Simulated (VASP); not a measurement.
Here is a VASP 6.6.1 calculation.

Contents of INCAR:

```
PREC = Accurate ; ENCUT = 600
EDIFF = 1E-6 ; ISMEAR = -1
SIGMA = 0.1 ; LREAL = F
LASPH = T ; NELM = 100
ALGO = Normal ; ISIF = 3
LWAVE = F ; LCHARG = F
GGA = CA ; IBRION = 2
NSW = 80 ; EDIFFG = -0.01
```

Contents of KPOINTS:

```
regular mesh
0
Gamma
  10 10 10
```

Contents of POSCAR:

```
Tl
1.0
    3.1168762379      0.0000000000      0.0000000000
    0.0000000000      3.1168762379      0.0000000000
    0.0000000000      0.0000000000      3.1168762379
Tl
1
Direct
    0.0000000000      0.0000000000      0.0000000000
```

Potentials or basis: VASP PAW LDA potentials, release 64 (Tl_d).

Launch:

```sh
$ cat potpaw_LDA.64/Tl_d/POTCAR > POTCAR
$ mpirun -np 1 vasp_std > vasp.out
```

What does it give for the space group after relaxing (to 0.05 Å)?

Pm-3m (No. 221).

What does it give for the relaxed volume?

29.43 Å³/atom.

Estimate the relaxed cell.

a = 3.088 Å, b = 3.088 Å, c = 3.088 Å, α = 90.00°, β = 90.00°, γ = 90.00°.

The path:
```csv
step,energy change (eV),largest force (eV/Å),pressure (GPa),volume (Å³)
1,0.0000,0.0000,-0.95,30.28
2,-0.0025,0.0000,-0.08,29.50
3,-0.0026,0.0000,0.01,29.43
```
